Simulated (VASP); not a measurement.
Wanted: the native input for a VASP 6.6.1 run.

- Task: single point
- Functional: r2SCAN
- Potentials or basis: VASP PAW PBE potentials, release 64 (V_sv)
- Cutoff: 520 eV
- k mesh: 12 × 12 × 6
- Occupations: fermi-dirac, width 0.05 eV
- Spin: collinear spin, ferromagnetic start
- Starting moments: [2.0, 2.0] μB
- Dipole correction: no
- Further INCAR settings: ALGO = Normal; EDIFF = 1e-06; NBANDS = 24

V:

```
V
1.0
     2.60429    0.00000    0.00000
    -1.30215    2.25538    0.00000
     0.00000    0.00000    4.72334
V
2
Cartesian
  0.0000 1.5036 1.1808
  1.3021 0.7518 3.5425
```

This isn't the form of V at room conditions, which is bcc.

The input as run:

POSCAR

```
V
1.0
    2.6042941027      0.0000000000      0.0000000000
   -1.3021470513      2.2553848518      0.0000000000
    0.0000000000      0.0000000000      4.7233360000
V
2
Direct
    0.3333333333      0.6666666667      0.2500000000
    0.6666666667      0.3333333333      0.7500000000
```

INCAR.step1

```
SYSTEM = V
  ALGO = Normal
  EDIFF = 1E-4
  ENCUT = 520
  GGA = PE
  ISMEAR = -1
  ISPIN = 2
  LASPH = .TRUE.
  LCHARG = .FALSE.
  LMAXMIX = 4
  LREAL = .FALSE.
  LWAVE = .TRUE.
  MAGMOM = 2 2
  NBANDS = 24
  NELM = 150
  PREC = Accurate
  SIGMA = 0.05
```

INCAR.step2

```
SYSTEM = V
  ALGO = Normal
  EDIFF = 1E-6
  ENCUT = 520
  ISIF = 2
  ISMEAR = -1
  ISPIN = 2
  ISTART = 1
  LASPH = .TRUE.
  LCHARG = .TRUE.
  LELF = .TRUE.
  LMAXMIX = 4
  LMIXTAU = .TRUE.
  LORBIT = 11
  LREAL = .FALSE.
  LVHAR = .TRUE.
  LWAVE = .FALSE.
  MAGMOM = 2 2
  METAGGA = R2SCAN
  NBANDS = 24
  NELM = 150
  PREC = Accurate
  SIGMA = 0.05
```

KPOINTS

```
k-points
0
G
  12 12 6
  0 0 0
```

Potentials or basis: VASP PAW PBE potentials, release 64 (V_sv).

Command:

```bash
$ cat potpaw_PBE.64/V_sv/POTCAR > POTCAR
$ cp INCAR.step1 INCAR
$ mpirun -np 1 vasp_std > vasp.out
$ cp INCAR.step2 INCAR
$ mpirun -np 1 vasp_std > vasp.out
```

Results of the run:

```yaml
Pressure: -2.6 GPa
Band_gap_on_the_k_mesh: zero (filled and empty bands overlap)
Net_moment: 0.00 μB per cell
Valence_electrons_inside_the_program's_atomic_spheres: V 11.60
```

Caveat: the moments typed at the start vanished in this run; the PAW data sets were made with another functional, which shifts forces and pressure a little.

It took 8.4 min on 1 thread of Intel Xeon 8259CL (shared host), peak memory 0.2 GiB.
